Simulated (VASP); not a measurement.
A run of VASP 6.6.1:

The input INCAR:

```
SYSTEM = Fe
PREC = Accurate
ENCUT = 520
EDIFF = 1E-6
ISMEAR = -1
SIGMA = 0.05
LREAL = .FALSE.
LASPH = .TRUE.
NELM = 150
ALGO = Normal
ISIF = 2
LWAVE = .FALSE.
LCHARG = .TRUE.
ISPIN = 2
MAGMOM = 3
LORBIT = 11
LMAXMIX = 4
GGA = PE
LELF = .TRUE.
LVHAR = .TRUE.
NBANDS = 14
```

File KPOINTS:

```
Automatic mesh
0
G
  16 16 16
  0 0 0
```

File POSCAR:

```
Fe
1.0
   -1.4161262268      1.4161262268      1.4161262268
    1.4161262268     -1.4161262268      1.4161262268
    1.4161262268      1.4161262268     -1.4161262268
Fe
1
Direct
    0.0000000000      0.0000000000      0.0000000000
```

Potentials or basis: VASP PAW PBE potentials, release 64 (Fe).

The run is started by

```bash
$ cat potpaw_PBE.64/Fe/POTCAR > POTCAR
$ mpirun -np 1 vasp_std > vasp.out
```

Hardware: 1 thread of AMD EPYC 9R45 96-Core Processor (Zen 5) (shared host).

**Question.** Estimate the wall time of this run.

**Answer.** Wall time 24 s on 1 thread of AMD EPYC 9R45 96-Core Processor (Zen 5), with other jobs on the host, peak memory 0.12 GiB. Counts: scf iterations 13, k points 145.
